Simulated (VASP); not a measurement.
Write the native input for VASP 6.6.1 that does the following.

* Task: relaxation of cell and atoms
* Functional: PBE
* Potentials or basis: VASP PAW PBE potentials, release 64 (Mg, Be, S)
* Cutoff: 600 eV
* k mesh: 6 × 6 × 6
* Occupations: gaussian, width 0.1 eV
* Spin: no spin polarisation
* Dipole correction: no
* Further INCAR settings: ALGO = Normal; EDIFF = 1e-06; IBRION = 2; EDIFFG = -0.04; NSW = 90; ISIF = 3

The structure of Mg3BeS lies in POSCAR:

```
Mg3BeS
1.0
    3.1323060570      1.8084377452      3.2516670878
   -3.1323060570      1.8084377452      3.2516670878
    0.0000000000     -3.6168754904      3.2516670878
Mg Be S
3 1 1
Direct
    0.4954357292      0.7625613326      0.0996143505
    0.0996143505      0.4954357292      0.7625613326
    0.7625613326      0.0996143505      0.4954357292
    0.6031133125      0.6031133125      0.6031133125
    0.0081752652      0.0081752652      0.0081752652
```

The cell was built from a structure type or drawn by symmetry, and may not be a known phase.

These files were run (other wordings do the same):

INCAR

```
SYSTEM = Mg3BeS
PREC = Accurate ; ENCUT = 600
EDIFF = 1E-6 ; ISMEAR = 0
SIGMA = 0.1 ; LREAL = .FALSE.
LASPH = .TRUE. ; NELM = 100
ALGO = Normal ; ISIF = 3
LWAVE = .FALSE. ; LCHARG = .FALSE.
GGA = PE ; IBRION = 2
NSW = 90 ; EDIFFG = -0.04
```

KPOINTS

```
regular mesh
0
G
  6 6 6
  0 0 0
```

Potentials or basis: VASP PAW PBE potentials, release 64 (Mg, Be, S).

Launch:

```sh
$ cat potpaw_PBE.64/Mg/POTCAR potpaw_PBE.64/Be/POTCAR potpaw_PBE.64/S/POTCAR > POTCAR
$ mpirun -np 1 vasp_std > vasp.out
```

It gave:

```yaml
Relaxed_volume: 21.99 Å³/atom
Relaxed_cell: a = 4.855 Å, b = 4.855 Å, c = 4.855 Å, α = 80.16°, β = 80.16°, γ = 80.16°
Space_group_after_relaxing_to_0.1_Å: R3 (No. 146)
Energy_gained_by_relaxing: 0.2 meV/atom
Ionic_steps: 2
Pressure_after_relaxing: -0.1 GPa
Largest_force_after_relaxing: 0.024 eV/Å
Band_gap_on_the_k_mesh: zero (bands 7 and 8 overlap by 1.59 eV)
```

Run time: 95 s on 1 thread of AMD EPYC 7R13, on a shared host, peak memory 0.26 GiB.
